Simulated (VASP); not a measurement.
# Ti (I4/mmm) in VASP: notebook

Runs on Ti. Level: PBE. Tasks: single point.

Everything below comes from runs of VASP 6.6.1. Logs are shortened: lines on timing, memory, paths and dates and some standing lists are left out, and cuts for length are marked.

### Step 1. The cell of the first run

Symmetry: I4/mmm, No. 139, tetragonal system. The conventional cell has a = 3.282 Å, b = 3.282 Å, c = 3.184 Å, α = 90.00°, β = 90.00°, γ = 90.00°. Ti (site symmetry 4/mmm) has 14 Ti at 2.81 to 3.28 Å within 3.7 Å.

### Step 2. Single point, PBE (zz strain of -3 %)

Input file INCAR:

```
  ALGO = Normal
  EDIFF = 1E-6
  ENCUT = 520
  GGA = PE
  ISIF = 2
  ISMEAR = -1
  LASPH = T
  LCHARG = F
  LREAL = F
  LWAVE = F
  NBANDS = 12
  NELM = 60
  PREC = Accurate
  SIGMA = 0.05
```

Input file KPOINTS:

```
k-points
0
Gamma
  14 14 14
```

Input file POSCAR:

```
Ti
1.0
   -1.6410000000      1.6410000000      1.5917700000
    1.6410000000     -1.6410000000      1.5917700000
    1.6410000000      1.6410000000     -1.5917700000
Ti
1
Direct
    0.0000000000      0.0000000000      0.0000000000
```

Potentials or basis: VASP PAW PBE potentials, release 64 (Ti_sv).

On the command line:

```sh
$ cat potpaw_PBE.64/Ti_sv/POTCAR > POTCAR
$ mpirun -np 1 vasp_std > vasp.out
```

OUTCAR:

```text
EDIFF = 1E-6
   ENCUT = 520
   GGA = PE
   ISIF = 2
   ISMEAR = -1
   LASPH = T
   LREAL = F
   NELM = 60
   PREC = Accurate

 ion  position               nearest neighbor table
   1  0.000  0.000  0.000-

  LATTYP: Found a body centered tetragonal cell.
 ALAT       =     3.2820000000
 C/A-ratio  =     0.9700000000

  Lattice vectors:

 A1 = (  -1.6410000000,   1.6410000000,   1.5917700000)
 A2 = (   1.6410000000,  -1.6410000000,   1.5917700000)
 A3 = (   1.6410000000,   1.6410000000,  -1.5917700000)

Analysis of symmetry for initial positions (statically):
=====================================================================
 Subroutine PRICEL returns:
 Original cell was already a primitive cell.

 Routine SETGRP: Setting up the symmetry group for a
 body centered tetragonal supercell.

 Subroutine GETGRP returns: Found 16 space group operations
 (whereof 16 operations were pure point group operations)
 out of a pool of 16 trial point group operations.

The static configuration has the point symmetry D_4h.

Analysis of symmetry for dynamics (positions and initial velocities):
=====================================================================
 Subroutine PRICEL returns:
 Original cell was already a primitive cell.

 Routine SETGRP: Setting up the symmetry group for a
 body centered tetragonal supercell.

 Subroutine GETGRP returns: Found 16 space group operations
 (whereof 16 operations were pure point group operations)
 out of a pool of 16 trial point group operations.

The dynamic configuration has the point symmetry D_4h.

 Subroutine INISYM returns: Found 16 space group operations
 (whereof 16 operations are pure point group operations),
 and found     1 'primitive' translations

----------------------------------------------------------------------------------------

                                     Primitive cell

  volume of cell :      17.1458

  direct lattice vectors                    reciprocal lattice vectors
    -1.641000000  1.641000000  1.591770000     0.000000000  0.304692261  0.314115733
     1.641000000 -1.641000000  1.591770000     0.304692261  0.000000000  0.314115733
     1.641000000  1.641000000 -1.591770000     0.304692261  0.304692261  0.000000000

  length of vectors
     2.814159507  2.814159507  2.814159507     0.437614062  0.437614062  0.430899928

  position of ions in fractional coordinates (direct lattice)
[... 73 lines left out ...]
   LSORBIT =      F    spin-orbit coupling
   LASPH  =      T    aspherical Exc in radial PAW
   ENCUT  =  520.0 eV  38.22 Ry    6.18 a.u.   5.23  5.23  5.23*2*pi/ulx,y,z
   NELM   =     60;   NELMIN=  2; NELMDL= -5     # of ELM steps
   EDIFF  = 0.1E-05   stopping-criterion for ELM
   LREAL  =      F    real-space projection
   EDIFFG = 0.1E-04   stopping-criterion for IOM
   NSW    =      0    number of steps for IOM
   IBRION =     -1    ionic relax: 0-MD 1-quasi-New 2-CG
   NFREE  =      0    steps in history (QN), initial steepest desc. (CG)
   ISIF   =      2    stress and relaxation
   ISYM   =      2    0-nonsym 1-usesym 2-fastsym
   POTIM  = 0.5000    time-step for ionic-motion
   TEBEG  =    0.0;   TEEND  =   0.0 temperature during run
   PSTRESS=    0.0 pullay stress
   NELECT =      12.0000    total number of electrons
   NUPDOWN=      -1.0000    fix difference up-down
   EMIN   =  10.00;   EMAX   =-10.00  energy-range for DOS
   EFERMI =   0.00;   METHOD = LEGACY
   ISMEAR =    -1;   SIGMA  =   0.05  broadening in eV -4-tet -1-fermi 0-gaus
   EFERMI_NEDOS =   21; number of points for ismear=-14 and -15
   IALGO  =     38    algorithm
   IMIX   =      4    mixing-type and parameters
     AMIX     =   0.40;   BMIX     =  1.00
     AMIX_MAG =   1.60;   BMIX_MAG =  1.00
  volume/ion in A,a.u.               =      17.15       115.71
  Fermi-wavevector in a.u.,A,eV,Ry     =   1.453504  2.746723 28.744654  2.112673
  Thomas-Fermi vector in A             =   2.570762
   LORBIT       =      0    0 simple, 1 ext, 2 COOP (PROOUT), +10 PAW based schemes
   GGA     = PE    functional components
[... 5 lines left out ...]
 non-spin polarized calculation
  energy-cutoff  :      520.00
  volume of cell :       17.15
 maximum number of plane-waves:       482
 NGX is ok and might be reduce to    24
   NGX = 11   NGY = 11   NGZ = 11

 number of electron      11.9999999 magnetization

 Free energy of the ion-electron system (eV)
  ---------------------------------------------------
  ext. energy  EPLUGINS =         0.00000000
  ---------------------------------------------------
  free energy    TOTEN  =        -7.73445042 eV

  energy without entropy =       -7.71517109  energy(sigma->0) =       -7.72481075

 E-fermi :   8.2183     XC(G=0): -11.5548

 val. band max:        8.2166007794   @ k =   0.2143   0.2143   0.0000
 cond. band min:       8.2199196670   @ k =   0.1429   0.1429   0.0714
 fundamental gap:      0.0033188876
 Fermi energy:         8.2182554310

 k-point     1 :       0.0000    0.0000    0.0000
  band No.  band energies     occupation
      1     -48.2896      2.00000
      2     -24.1322      2.00000
      3     -24.1298      2.00000
      4     -24.1298      2.00000
      5       2.2390      2.00000
      6       9.0727      0.00000
      7       9.2982      0.00000
      8       9.2982      0.00000
      9      10.8629      0.00000
     10      11.1286      0.00000
     11      25.5430      0.00000
     12      25.5430      0.00000
[... 331 lines left out ...]
 k-point    24 :       0.2857    0.1429    0.0000
  band No.  band energies     occupation
      1     -48.1671      2.00000
      2     -24.6961      2.00000
      3     -24.3392      2.00000
      4     -24.1844      2.00000
      5       5.7678      2.00000
      6       7.9180      1.99508
      7       8.3052      0.29871
      8      10.7498      0.00000
      9      11.5075      0.00000
     10      12.3005      0.00000
     11      19.4028      0.00000
     12      21.5459      0.00000

 [... further k-points ...]
[... 5 lines left out ...]
  --------------------------------------------------------------------------------------
  -------------------------------------------------------------------------------------
  Total        0.0874331      0.0874331     -0.0171280      0.0000000     -0.0000000      0.0000000
  in kB        8.1701294      8.1701294     -1.6005150      0.0000000     -0.0000000      0.0000000
  external PRESSURE =       4.9132479 kB  Pullay stress =       0.0000000 kB

 VOLUME and BASIS-vectors are now :
 -----------------------------------------------------------------------------
  energy-cutoff  :      520.00
  volume of cell :       17.15
      direct lattice vectors                 reciprocal lattice vectors
    -1.641000000  1.641000000  1.591770000     0.000000000  0.304692261  0.314115733
     1.641000000 -1.641000000  1.591770000     0.304692261  0.000000000  0.314115733
     1.641000000  1.641000000 -1.591770000     0.304692261  0.304692261  0.000000000

 POSITION                                       TOTAL-FORCE (eV/Angst)
 -----------------------------------------------------------------------------------
      0.00000      0.00000      0.00000        -0.000000     -0.000000     -0.000000
 -----------------------------------------------------------------------------------
    total drift:                               -0.000000      0.000000      0.000000

  FREE ENERGIE OF THE ION-ELECTRON SYSTEM (eV)
  ---------------------------------------------------
  free  energy   TOTEN  =        -7.7344504195 eV

  energy  without entropy=       -7.7151710890  energy(sigma->0) =       -7.72481075
```

stdout:

```text
POSCAR found type information on POSCAR Ti
 POSCAR found :  1 types and       1 ions
 scaLAPACK will be used
 LDA part: xc-table for (Slater+PW92), standard interpolation
 POSCAR, INCAR and KPOINTS ok, starting setup
 FFT: planning ... GRIDC
 FFT: planning ... GRID_SOFT
 FFT: planning ... GRID
 WAVECAR not read
 entering main loop
```

Run time: 66 s. Hardware: 1 thread of AMD EPYC 7R43 (Zen 3), shared host; peak memory 0.14 GiB.

What came out:

* Free energy: -7.7345 eV
* Pressure: 0.5 GPa
* Band gap on the k mesh: zero (band 6 reaches 9.21 eV, above the bottom of band 7 at 7.59 eV)

Levels at points of the mesh, in eV from the Fermi level:
```csv
k point,band 3,band 4,band 5,band 6,band 7,band 8,band 9,band 10
"(0.00, 0.00, 0.00)",-32.35,-32.35,-5.98,0.85,1.08,1.08,2.64,2.91
"(0.50, 0.00, 0.00)",-32.57,-32.36,-2.48,-0.49,1.25,2.82,3.21,4.34
"(0.50, 0.50, 0.00)",-32.56,-32.34,-2.48,-0.22,1.04,2.60,3.06,4.31
"(0.50, 0.50, 0.50)",-32.84,-32.80,-2.18,-2.10,3.96,3.96,4.02,8.20
```

Caveat: the cell differs from its parent crystal (zz strain of -3 %).

### Step 3. Single point, PBE (zz strain of -2 %)

Input file INCAR:

```
PREC = Accurate
ENCUT = 520
EDIFF = 1E-7
ISMEAR = -1
SIGMA = 0.05
LREAL = F
LASPH = T
NELM = 60
ALGO = Normal
ISIF = 2
LWAVE = F
LCHARG = F
GGA = PE
NBANDS = 12
```

Input file KPOINTS:

```
Automatic mesh
0
Gamma
  14 14 14
```

Input file POSCAR:

```
Ti
1.0
   -1.6410000000      1.6410000000      1.6081800000
    1.6410000000     -1.6410000000      1.6081800000
    1.6410000000      1.6410000000     -1.6081800000
Ti
1
Direct
    0.0000000000      0.0000000000      0.0000000000
```

Potentials or basis: VASP PAW PBE potentials, release 64 (Ti_sv).

On the command line:

```sh
$ cat potpaw_PBE.64/Ti_sv/POTCAR > POTCAR
$ mpirun -np 1 vasp_std > vasp.out
```

Wall time 1.9 min (1 thread of AMD EPYC 7R43 (Zen 3), shared host); peak memory 0.13 GiB.

Results (log left out):

```yaml
Free_energy: -7.7338 eV
Pressure: -0.6 GPa
Band_gap_on_the_k_mesh: zero (band 6 reaches 9.11 eV, above the bottom of band 7 at 7.47 eV)
```

Stress tensor (GPa, compression positive):
```
-0.37  0.00  0.00
 0.00 -0.37  0.00
 0.00  0.00 -1.05
```

Levels at points of the mesh, in eV from the Fermi level:
```
           k point  band 3  band 4  band 5  band 6  band 7  band 8  band 9  band 10
(0.00, 0.00, 0.00)  -32.38  -32.38   -5.95    0.90    1.05    1.05    2.67     2.84
(0.50, 0.00, 0.00)  -32.59  -32.39   -2.45   -0.45    1.20    2.78    3.14     4.29
(0.50, 0.50, 0.00)  -32.58  -32.37   -2.45   -0.27    1.06    2.63    3.05     4.27
(0.50, 0.50, 0.50)  -32.85  -32.83   -2.13   -2.08    3.92    3.92    3.96     8.21
```

Caveat: the cell differs from its parent crystal (zz strain of -2 %).

### Step 4. Single point, PBE (equal xx and yy strain of -1 %)

Input file INCAR:

```
SYSTEM = Ti
PREC     = Accurate       ! precision mode
ENCUT    = 520            ! plane-wave cutoff, eV
EDIFF    = 1E-6           ! SCF threshold, eV
ISMEAR   = -1             ! smearing method
SIGMA    = 0.05           ! smearing width, eV
LREAL    = .FALSE.        ! projectors in reciprocal space
LASPH    = .TRUE.         ! aspherical terms in the spheres
NELM     = 80             ! most SCF steps
ALGO     = Normal         ! electronic algorithm
ISIF     = 2              ! what is computed and relaxed
LWAVE    = .FALSE.        ! write WAVECAR
LCHARG   = .FALSE.        ! write CHGCAR
GGA      = PE             ! functional
NBANDS   = 12             ! bands
```

Input file KPOINTS:

```
regular mesh
0
G
  14 14 14
  0 0 0
```

Input file POSCAR:

```
Ti
1.0
   -1.6245900000      1.6245900000      1.6410000000
    1.6245900000     -1.6245900000      1.6410000000
    1.6245900000      1.6245900000     -1.6410000000
Ti
1
Direct
    0.0000000000      0.0000000000      0.0000000000
```

Potentials or basis: VASP PAW PBE potentials, release 64 (Ti_sv).

On the command line:

```sh
$ cat potpaw_PBE.64/Ti_sv/POTCAR > POTCAR
$ mpirun -np 1 vasp_std > vasp.out
```

OUTCAR:

```text
SYSTEM = Ti
   PREC = Accurate
   ENCUT = 520
   EDIFF = 1E-6
   ISMEAR = -1
   LREAL = .FALSE.
   LASPH = .TRUE.
   NELM = 80
   ISIF = 2
   GGA = PE

 ion  position               nearest neighbor table
   1  0.000  0.000  0.000-

  LATTYP: Found a body centered tetragonal cell.
 ALAT       =     3.2491800000
 C/A-ratio  =     1.0101010101

  Lattice vectors:

 A1 = (  -1.6245900000,   1.6245900000,   1.6410000000)
 A2 = (   1.6245900000,  -1.6245900000,   1.6410000000)
 A3 = (   1.6245900000,   1.6245900000,  -1.6410000000)

Analysis of symmetry for initial positions (statically):
=====================================================================
 Subroutine PRICEL returns:
 Original cell was already a primitive cell.

 Routine SETGRP: Setting up the symmetry group for a
 body centered tetragonal supercell.

 Subroutine GETGRP returns: Found 16 space group operations
 (whereof 16 operations were pure point group operations)
 out of a pool of 16 trial point group operations.

The static configuration has the point symmetry D_4h.

Analysis of symmetry for dynamics (positions and initial velocities):
=====================================================================
 Subroutine PRICEL returns:
 Original cell was already a primitive cell.

 Routine SETGRP: Setting up the symmetry group for a
 body centered tetragonal supercell.

 Subroutine GETGRP returns: Found 16 space group operations
 (whereof 16 operations were pure point group operations)
 out of a pool of 16 trial point group operations.

The dynamic configuration has the point symmetry D_4h.

 Subroutine INISYM returns: Found 16 space group operations
 (whereof 16 operations are pure point group operations),
 and found     1 'primitive' translations

----------------------------------------------------------------------------------------

                                     Primitive cell

  volume of cell :      17.3243

  direct lattice vectors                    reciprocal lattice vectors
[... 103 lines left out ...]
   IMIX   =      4    mixing-type and parameters
     AMIX     =   0.40;   BMIX     =  1.00
     AMIX_MAG =   1.60;   BMIX_MAG =  1.00
  volume/ion in A,a.u.               =      17.32       116.91
  Fermi-wavevector in a.u.,A,eV,Ry     =   1.448493  2.737256 28.546837  2.098133
  Thomas-Fermi vector in A             =   2.566328
   LORBIT       =      0    0 simple, 1 ext, 2 COOP (PROOUT), +10 PAW based schemes
   GGA     = PE    functional components
[... 5 lines left out ...]
 non-spin polarized calculation
  energy-cutoff  :      520.00
  volume of cell :       17.32
 maximum number of plane-waves:       482
 NGX is ok and might be reduce to    24
   NGX = 11   NGY = 11   NGZ = 11

 number of electron      11.9999997 magnetization

 Free energy of the ion-electron system (eV)
  ---------------------------------------------------
  ext. energy  EPLUGINS =         0.00000000
  ---------------------------------------------------
  free energy    TOTEN  =        -7.73342411 eV

  energy without entropy =       -7.71321126  energy(sigma->0) =       -7.72331768

 E-fermi :   8.1040     XC(G=0): -11.5060

 val. band max:        8.1040100522   @ k =  -0.0714   0.3571   0.0714
 cond. band min:       8.1083172230   @ k =  -0.2857   0.3571   0.0714
 fundamental gap:      0.0043071708
 Fermi energy:         8.1040269741

 k-point     1 :       0.0000    0.0000    0.0000
  band No.  band energies     occupation
      1     -48.4166      2.00000
      2     -24.2704      2.00000
      3     -24.2704      2.00000
      4     -24.2695      2.00000
      5       2.1532      2.00000
      6       9.0784      0.00000
      7       9.0784      0.00000
      8       9.1496      0.00000
      9      10.8209      0.00000
     10      10.9045      0.00000
     11      25.4236      0.00000
     12      25.6028      0.00000
[... 331 lines left out ...]
 k-point    24 :       0.2857    0.1429   -0.0000
  band No.  band energies     occupation
      1     -48.3013      2.00000
      2     -24.8121      2.00000
      3     -24.4724      2.00000
      4     -24.3118      2.00000
      5       5.6345      2.00000
      6       7.8734      1.98036
      7       8.1821      0.34683
      8      10.6052      0.00000
      9      11.1933      0.00000
     10      12.1747      0.00000
     11      19.1207      0.00000
     12      21.3994      0.00000

 [... further k-points ...]
[... 5 lines left out ...]
  --------------------------------------------------------------------------------------
  -------------------------------------------------------------------------------------
  Total       -0.0752370     -0.0752370     -0.0458924      0.0000000     -0.0000000      0.0000000
  in kB       -6.9580233     -6.9580233     -4.2441910      0.0000000     -0.0000000      0.0000000
  external PRESSURE =      -6.0534125 kB  Pullay stress =       0.0000000 kB

 VOLUME and BASIS-vectors are now :
 -----------------------------------------------------------------------------
  energy-cutoff  :      520.00
  volume of cell :       17.32
      direct lattice vectors                 reciprocal lattice vectors
    -1.624590000  1.624590000  1.641000000     0.000000000  0.307769960  0.304692261
     1.624590000 -1.624590000  1.641000000     0.307769960  0.000000000  0.304692261
     1.624590000  1.624590000 -1.641000000     0.307769960  0.307769960  0.000000000

 POSITION                                       TOTAL-FORCE (eV/Angst)
 -----------------------------------------------------------------------------------
      0.00000      0.00000      0.00000        -0.000000      0.000000     -0.000000
 -----------------------------------------------------------------------------------
    total drift:                               -0.000000      0.000000      0.000000

  FREE ENERGIE OF THE ION-ELECTRON SYSTEM (eV)
  ---------------------------------------------------
  free  energy   TOTEN  =        -7.7334241085 eV

  energy  without entropy=       -7.7132112599  energy(sigma->0) =       -7.72331768
```

stdout:

```text
POSCAR found type information on POSCAR Ti
 POSCAR found :  1 types and       1 ions
 scaLAPACK will be used
 LDA part: xc-table for (Slater+PW92), standard interpolation
 POSCAR, INCAR and KPOINTS ok, starting setup
 FFT: planning ... GRIDC
 FFT: planning ... GRID_SOFT
 FFT: planning ... GRID
 WAVECAR not read
 entering main loop
```

It took 64 s on 1 thread of AMD EPYC 7R43 (Zen 3), shared host; peak memory 0.14 GiB.

Results:

| Quantity | Value |
| --- | --- |
| Free energy | -7.7334 eV |
| Pressure | -0.6 GPa |
| Band gap on the k mesh | zero (band 6 reaches 9.08 eV, above the bottom of band 7 at 7.47 eV) |

Stress tensor (GPa, compression positive):
```
-0.70  0.00  0.00
 0.00 -0.70  0.00
 0.00  0.00 -0.42
```

Levels at points of the mesh, in eV from the Fermi level:
| k point | band 3 | band 4 | band 5 | band 6 | band 7 | band 8 | band 9 | band 10 |
| --- | --- | --- | --- | --- | --- | --- | --- | --- |
| (0.00, 0.00, 0.00) | -32.37 | -32.37 | -5.95 | 0.97 | 0.97 | 1.05 | 2.72 | 2.80 |
| (0.50, 0.00, 0.00) | -32.59 | -32.38 | -2.45 | -0.36 | 1.13 | 2.72 | 3.09 | 4.28 |
| (0.50, 0.50, 0.00) | -32.59 | -32.38 | -2.45 | -0.45 | 1.20 | 2.80 | 3.12 | 4.29 |
| (0.50, 0.50, 0.50) | -32.83 | -32.83 | -2.12 | -2.09 | 3.92 | 3.94 | 3.94 | 8.22 |

Caveat: the cell differs from its parent crystal (equal xx and yy strain of -1 %).

[end of part 1 of 2]
